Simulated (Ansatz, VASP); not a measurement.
**Sn in VASP and in Ansatz**

```xyz
1
Lattice="3.0874 0.0000 0.0000 0.0000 3.0874 0.0000 0.0000 0.0000 3.0874" Properties=species:S:1:pos:R:3 pbc="T T T"
Sn    0.0000    0.0000    0.0000
```

Alike in both runs: functional PBE; k mesh 14 × 14 × 14; occupations fermi-dirac, width 0.03 eV; no spin polarisation.

Ansatz relaxed the structure, and its values are those at the end. VASP's run is a single point on that final structure, the one shown.

```csv
,VASP,Ansatz
version,VASP 6.6.1,Ansatz 0.2.0
potentials or method,"VASP PAW PBE potentials, release 64 (Sn_d)","PAW with Ansatz's earlier generated frozen-core files (soft_1), scalar-relativistic"
plane-wave cutoff (eV),520,420
valence electrons in the cell,14,14
```

|  | VASP | Ansatz | Ansatz less VASP |
| --- | --- | --- | --- |
| pressure (GPa) | 0.0 | 0.0 | -0.01 |
